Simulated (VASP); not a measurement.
# BeS (F-43m) in VASP: notebook

Runs on BeS. Level: r2SCAN. Tasks: single point, relaxation of cell and atoms.

Program: VASP 6.6.1. These are calculated values, not measurements. Logs are shortened: lines on timing, memory, paths and dates and some standing lists are left out, and cuts for length are marked.

### 1 The cell of the first run

Symmetry: F-43m, No. 216, cubic system. The conventional cell has a = 4.869 Å, b = 4.869 Å, c = 4.869 Å, α = 90.00°, β = 90.00°, γ = 90.00°. Within 2.8 Å of Be (site symmetry -43m) lie 4 S at 2.11 Å. S (site symmetry -43m) has 4 Be at 2.11 Å within 2.8 Å.

### 2 Single point, r2SCAN

POSCAR

```
BeS
1.0
    0.0000000000      2.4346432360      2.4346432360
    2.4346432360      0.0000000000      2.4346432360
    2.4346432360      2.4346432360      0.0000000000
Be S
1 1
Direct
    0.0000000000      0.0000000000      0.0000000000
    0.7500000000      0.7500000000      0.7500000000
```

INCAR.step1

```
SYSTEM = BeS
PREC = Accurate ; ENCUT = 660
ISMEAR = 0 ; SIGMA = 0.02
LREAL = .False. ; LASPH = .True.
NELM = 120 ; NBANDS = 11
GGA = PE ; ALGO = Normal
EDIFF = 1E-5 ; LWAVE = .True.
LCHARG = .False. ; GGA_COMPAT = .False.
```

INCAR.step2

```
SYSTEM = BeS
PREC = Accurate ; ENCUT = 660
EDIFF = 1E-6 ; ISMEAR = 0
SIGMA = 0.02 ; LREAL = .False.
LASPH = .True. ; NELM = 120
ALGO = Normal ; ISIF = 2
LWAVE = .False. ; LCHARG = .False.
METAGGA = R2SCAN ; LMIXTAU = .True.
NBANDS = 11 ; ISTART = 1
GGA_COMPAT = .False.
```

KPOINTS

```
Automatic mesh
0
Gamma
  8 8 8
  0 0 0
```

Potentials or basis: VASP PAW PBE potentials, release 64 (Be, S).

On the command line:

```sh
> cat potpaw_PBE.64/Be/POTCAR potpaw_PBE.64/S/POTCAR > POTCAR
> cp INCAR.step1 INCAR
> mpirun -np 1 vasp_std > vasp.out
> cp INCAR.step2 INCAR
> mpirun -np 1 vasp_std > vasp.out
```

OUTCAR:

```text
SYSTEM = BeS
   PREC = Accurate
   ENCUT = 660
   EDIFF = 1E-6
   ISMEAR = 0
   LREAL = .False.
   LASPH = .True.
   NELM = 120
   ISIF = 2
   METAGGA = R2SCAN
   ISTART = 1

 ion  position               nearest neighbor table
   1  0.000  0.000  0.000-   2 2.11   2 2.11   2 2.11   2 2.11
   2  0.750  0.750  0.750-   1 2.11   1 2.11   1 2.11   1 2.11

  LATTYP: Found a face centered cubic cell.
 ALAT       =     4.8692864720

  Lattice vectors:

 A1 = (   0.0000000000,   2.4346432360,   2.4346432360)
 A2 = (   2.4346432360,   0.0000000000,   2.4346432360)
 A3 = (   2.4346432360,   2.4346432360,   0.0000000000)

Analysis of symmetry for initial positions (statically):
=====================================================================
 Subroutine PRICEL returns:
 Original cell was already a primitive cell.

 Routine SETGRP: Setting up the symmetry group for a
 face centered cubic supercell.

 Subroutine GETGRP returns: Found 24 space group operations
 (whereof 24 operations were pure point group operations)
 out of a pool of 48 trial point group operations.

The static configuration has the point symmetry T_d .

Analysis of symmetry for dynamics (positions and initial velocities):
=====================================================================
 Subroutine PRICEL returns:
 Original cell was already a primitive cell.

 Routine SETGRP: Setting up the symmetry group for a
 face centered cubic supercell.

 Subroutine GETGRP returns: Found 24 space group operations
 (whereof 24 operations were pure point group operations)
 out of a pool of 48 trial point group operations.

The dynamic configuration has the point symmetry T_d .

 Subroutine INISYM returns: Found 24 space group operations
 (whereof 24 operations are pure point group operations),
 and found     1 'primitive' translations

----------------------------------------------------------------------------------------

                                     Primitive cell

  volume of cell :      28.8626

  direct lattice vectors                    reciprocal lattice vectors
     0.000000000  2.434643236  2.434643236    -0.205368899  0.205368899  0.205368899
     2.434643236  0.000000000  2.434643236     0.205368899 -0.205368899  0.205368899
     2.434643236  2.434643236  0.000000000     0.205368899  0.205368899 -0.205368899

  length of vectors
     3.443105484  3.443105484  3.443105484     0.355709367  0.355709367  0.355709367

  position of ions in fractional coordinates (direct lattice)
     0.000000000  0.000000000  0.000000000
     0.750000000  0.750000000  0.750000000

  ion indices of the primitive-cell ions
   primitive index   ion index
                 1           1
                 2           2

----------------------------------------------------------------------------------------

 KPOINTS: Automatic mesh

Automatic generation of k-mesh.
 Grid dimensions read from file:
 generate k-points for:    8    8    8

 Generating k-lattice:

  Cartesian coordinates                     Fractional coordinates (reciprocal lattice)
    -0.025671112  0.025671112  0.025671112     0.125000000  0.000000000  0.000000000
     0.025671112 -0.025671112  0.025671112     0.000000000  0.125000000  0.000000000
     0.025671112  0.025671112 -0.025671112     0.000000000  0.000000000  0.125000000

  Length of vectors
     0.044463671  0.044463671  0.044463671

  Shift w.r.t. Gamma in fractional coordinates (k-lattice)
     0.000000000  0.000000000  0.000000000

 Subroutine IBZKPT returns following result:
 ===========================================

 Found     29 irreducible k-points:

 Following reciprocal coordinates:
            Coordinates               Weight
  0.000000  0.000000  0.000000      1.000000
  0.125000  0.000000  0.000000      8.000000
  0.250000  0.000000  0.000000      8.000000
  0.375000  0.000000  0.000000      8.000000
  0.500000  0.000000  0.000000      4.000000
  0.125000  0.125000  0.000000      6.000000
[... 16 lines left out ...]
  0.500000  0.250000  0.125000     48.000000
 -0.375000  0.250000  0.125000     24.000000
 [... further k-points ...]
   k-points           NKPTS =     29   k-points in BZ     NKDIM =     29   number of bands    NBANDS=     11
   number of dos      NEDOS =    301   number of ions     NIONS =      2
   total plane-waves  NPLWV =  27000
   dimension x,y,z NGX =    30 NGY =   30 NGZ =   30
   dimension x,y,z NGXF=    60 NGYF=   60 NGZF=   60
   ions per type =               1   1
   NGX,Y,Z   is equivalent  to a cutoff of  14.49, 14.49, 14.49 a.u.
   NGXF,Y,Z  is equivalent  to a cutoff of  28.97, 28.97, 28.97 a.u.
 SYSTEM =  BeS
   PREC   = accura    normal or accurate (medium, high low for compatibility)
   ISTART =      1    job   : 0-new  1-cont  2-samecut
   ICHARG =      0    charge: 1-file 2-atom 10-const
   ISPIN  =      1    spin polarized calculation?
   LNONCOLLINEAR =      F non collinear calculations
   LSORBIT =      F    spin-orbit coupling
   LASPH  =      T    aspherical Exc in radial PAW
   ENCUT  =  660.0 eV  48.51 Ry    6.96 a.u.   7.21  7.21  7.21*2*pi/ulx,y,z
   NELM   =    120;   NELMIN=  2; NELMDL=  0     # of ELM steps
   EDIFF  = 0.1E-05   stopping-criterion for ELM
   LREAL  =      F    real-space projection
   EDIFFG = 0.1E-04   stopping-criterion for IOM
   NSW    =      0    number of steps for IOM
   IBRION =     -1    ionic relax: 0-MD 1-quasi-New 2-CG
   NFREE  =      0    steps in history (QN), initial steepest desc. (CG)
   ISIF   =      2    stress and relaxation
   ISYM   =      2    0-nonsym 1-usesym 2-fastsym
   POTIM  = 0.5000    time-step for ionic-motion
   TEBEG  =    0.0;   TEEND  =   0.0 temperature during run
   PSTRESS=    0.0 pullay stress
   NELECT =       8.0000    total number of electrons
   NUPDOWN=      -1.0000    fix difference up-down
   EMIN   =  10.00;   EMAX   =-10.00  energy-range for DOS
   EFERMI =   0.00;   METHOD = LEGACY
   ISMEAR =     0;   SIGMA  =   0.02  broadening in eV -4-tet -1-fermi 0-gaus
   EFERMI_NEDOS =   21; number of points for ismear=-14 and -15
   IALGO  =     38    algorithm
   IMIX   =      4    mixing-type and parameters
     AMIX     =   0.40;   BMIX     =  1.00
     AMIX_MAG =   1.60;   BMIX_MAG =  1.00
  volume/ion in A,a.u.               =      14.43        97.39
  Fermi-wavevector in a.u.,A,eV,Ry     =   1.067397  2.017089 15.501626  1.139337
  Thomas-Fermi vector in A             =   2.203013
   LORBIT       =      0    0 simple, 1 ext, 2 COOP (PROOUT), +10 PAW based schemes
   METAGGA = R2SCAN    functional components
   LHFCALC =     F    Hartree Fock is set to
   AEXX    =    0.0000 exact exchange contribution
   IVDW    =     0    specifies the selected vdW correction
   LEPSILON=     F    determine dielectric tensor
   LRPA    =     F    only Hartree local field effects (RPA)
 non-spin polarized calculation
 Gauss-broadening in eV      SIGMA  =   0.02
  energy-cutoff  :      660.00
  volume of cell :       28.86
 maximum number of plane-waves:      1139
 NGX is ok and might be reduce to    30
   NGX = 15   NGY = 15   NGZ = 15

 number of electron       8.0000001 magnetization

 Free energy of the ion-electron system (eV)
  ---------------------------------------------------
  ext. energy  EPLUGINS =         0.00000000
  ---------------------------------------------------
  free energy    TOTEN  =       -14.78727119 eV

  energy without entropy =      -14.78727119  energy(sigma->0) =      -14.78727119

 E-fermi :   3.9844     XC(G=0): -10.1317

 val. band max:        3.8441331012   @ k =   0.0000   0.0000   0.0000
 cond. band min:       7.4435355530   @ k =   0.5000   0.5000   0.0000
 fundamental gap:      3.5994024518
 Fermi energy:         3.9844174385

 k-point     1 :       0.0000    0.0000    0.0000
  band No.  band energies     occupation
      1     -10.3701      2.00000
      2       3.8441      2.00000
      3       3.8441      2.00000
      4       3.8441      2.00000
      5      10.1083      0.00000
      6      10.1083      0.00000
      7      10.1083      0.00000
      8      10.4251      0.00000
      9      17.2446      0.00000
     10      17.2446      0.00000
     11      19.6525      0.00000

 k-point     2 :       0.1250    0.0000    0.0000
  band No.  band energies     occupation
      1     -10.1877      2.00000
      2       2.6464      2.00000
      3       3.6468      2.00000
      4       3.6468      2.00000
      5      10.0747      0.00000
      6      10.4739      0.00000
      7      10.4739      0.00000
      8      11.6733      0.00000
      9      16.5717      0.00000
     10      16.5717      0.00000
     11      19.5274      0.00000

 k-point     3 :       0.2500    0.0000    0.0000
  band No.  band energies     occupation
      1      -9.6865      2.00000
      2       0.5047      2.00000
      3       3.2480      2.00000
      4       3.2480      2.00000
      5      10.0048      0.00000
      6      11.0281      0.00000
      7      11.0281      0.00000
      8      13.8488      0.00000
      9      16.3546      0.00000
     10      16.3546      0.00000
     11      19.0345      0.00000

 k-point     4 :       0.3750    0.0000    0.0000
  band No.  band energies     occupation
      1      -9.0534      2.00000
      2      -1.2982      2.00000
      3       2.9226      2.00000
      4       2.9226      2.00000
      5       9.9324      0.00000
      6      11.0754      0.00000
      7      11.0754      0.00000
      8      15.4178      0.00000
      9      17.7855      0.00000
     10      17.7855      0.00000
     11      19.2043      0.00000
[... 239 lines left out ...]
 k-point    22 :       0.3750    0.2500    0.1250
  band No.  band energies     occupation
      1      -9.2772      2.00000
      2       0.2597      2.00000
      3       1.6855      2.00000
      4       2.7225      2.00000
      5       9.9538      0.00000
      6      11.7678      0.00000
      7      11.9339      0.00000
      8      13.0953      0.00000
      9      16.1804      0.00000
     10      19.0682      0.00000
     11      20.8289      0.00000

 k-point    23 :       0.5000    0.2500    0.1250
  band No.  band energies     occupation
      1      -8.7210      2.00000
      2      -0.9255      2.00000
      3       1.1349      2.00000
      4       2.2470      2.00000
      5      10.4086      0.00000
      6      11.2645      0.00000
      7      12.9573      0.00000
      8      13.8323      0.00000
      9      17.2486      0.00000
     10      19.2013      0.00000
     11      21.2536      0.00000

 k-point    24 :      -0.3750    0.2500    0.1250
  band No.  band energies     occupation
      1      -8.4432      2.00000
      2      -1.4906      2.00000
      3       1.0353      2.00000
      4       1.9989      2.00000
      5      10.4875      0.00000
      6      11.0312      0.00000
      7      13.6683      0.00000
      8      15.0440      0.00000
      9      16.1272      0.00000
     10      20.0289      0.00000
     11      20.7747      0.00000

 [... further k-points ...]
[... 5 lines left out ...]
  --------------------------------------------------------------------------------------
  -------------------------------------------------------------------------------------
  Total        0.0461137      0.0461137      0.0461137      0.0000000      0.0000000      0.0000000
  in kB        2.5597928      2.5597928      2.5597928      0.0000000      0.0000000      0.0000000
  external PRESSURE =       2.5597928 kB  Pullay stress =       0.0000000 kB

 VOLUME and BASIS-vectors are now :
 -----------------------------------------------------------------------------
  energy-cutoff  :      660.00
  volume of cell :       28.86
      direct lattice vectors                 reciprocal lattice vectors
     0.000000000  2.434643236  2.434643236    -0.205368899  0.205368899  0.205368899
     2.434643236  0.000000000  2.434643236     0.205368899 -0.205368899  0.205368899
     2.434643236  2.434643236  0.000000000     0.205368899  0.205368899 -0.205368899

 POSITION                                       TOTAL-FORCE (eV/Angst)
 -----------------------------------------------------------------------------------
      0.00000      0.00000      0.00000         0.000000      0.000000      0.000000
      3.65196      3.65196      3.65196        -0.000000     -0.000000     -0.000000
 -----------------------------------------------------------------------------------
    total drift:                               -0.000000     -0.000000     -0.000000

  FREE ENERGIE OF THE ION-ELECTRON SYSTEM (eV)
  ---------------------------------------------------
  free  energy   TOTEN  =       -14.7872711891 eV

  energy  without entropy=      -14.7872711891  energy(sigma->0) =      -14.78727119
```

It took 48 s on 1 thread of Intel Xeon Platinum 8375C at 2.90GHz (Ice Lake), shared host; peak memory 0.16 GiB.

What came out:

```
Free energy            : -14.7873 eV
Pressure               : 0.3 GPa
Band gap on the k mesh : 3.60 eV (least direct gap 6.26 eV)
```

Caveat: the PAW data sets were made with another functional, which shifts forces and pressure a little. A k mesh can miss the band edges.

### 3 Relaxation of cell and atoms, r2SCAN

POSCAR

```
BeS
1.0
    0.0000000000      2.4351520000      2.4351520000
    2.4351520000      0.0000000000      2.4351520000
    2.4351520000      2.4351520000      0.0000000000
Be S
1 1
Direct
    0.0000000000      0.0000000000      0.0000000000
    0.7500000000      0.7500000000      0.7500000000
```

INCAR.step1

```
SYSTEM = BeS
PREC = Accurate
ENCUT = 660
ISMEAR = 0
SIGMA = 0.02
LREAL = .FALSE.
LASPH = .TRUE.
NELM = 120
GGA = PE
ALGO = Normal
EDIFF = 1E-5
LWAVE = .TRUE.
LCHARG = .FALSE.
GGA_COMPAT = .FALSE.
IBRION = 2
ISIF = 3
EDIFFG = -0.005
NELMIN = 4
NSW = 100
```

INCAR.step2

```
SYSTEM = BeS
PREC = Accurate
ENCUT = 660
EDIFF = 1E-7
ISMEAR = 0
SIGMA = 0.02
LREAL = .FALSE.
LASPH = .TRUE.
NELM = 120
ALGO = Normal
ISIF = 3
LWAVE = .FALSE.
LCHARG = .FALSE.
METAGGA = R2SCAN
LMIXTAU = .TRUE.
IBRION = 2
NSW = 70
EDIFFG = -0.02
ISTART = 1
GGA_COMPAT = .FALSE.
NELMIN = 4
```

KPOINTS

```
regular mesh
0
G
  8 8 8
  0 0 0
```

Potentials or basis: VASP PAW PBE potentials, release 64 (Be, S).

On the command line:

```sh
> cat potpaw_PBE.64/Be/POTCAR potpaw_PBE.64/S/POTCAR > POTCAR
> cp INCAR.step1 INCAR
> mpirun -np 1 vasp_std > vasp.out
> cp INCAR.step2 INCAR
> mpirun -np 1 vasp_std > vasp.out
```

Wall time 43 s (1 thread of Intel Xeon Platinum 8375C at 2.90GHz (Ice Lake), shared host); peak memory 0.16 GiB.

The run converged. Its results:

* Free energy: -14.7873 eV
* Pressure after relaxing: 0.2 GPa
* Band gap on the k mesh: 3.60 eV (least direct gap 6.26 eV)

Final structure:
```
CELL_PARAMETERS angstrom
0.00000 2.43515 2.43515
2.43515 0.00000 2.43515
2.43515 2.43515 0.00000
ATOMIC_POSITIONS crystal
Be 0.00000 0.00000 0.00000
S 0.75000 0.75000 0.75000
```

Levels at points of the mesh, in eV from the valence-band top:
```csv
k point,band 2,band 3,band 4,band 5,band 6,band 7
"(0.00, 0.00, 0.00)",0.00,0.00,0.00,6.26,6.26,6.26
"(0.50, 0.00, 0.00)",-5.88,-1.04,-1.04,6.06,7.14,7.14
"(0.50, 0.50, 0.00)",-5.12,-2.67,-2.67,3.60,5.40,13.76
```

Caveat: the relaxation stopped at its first step, so nothing moved; the PAW data sets were made with another functional, which shifts forces and pressure a little. A k mesh can miss the band edges.
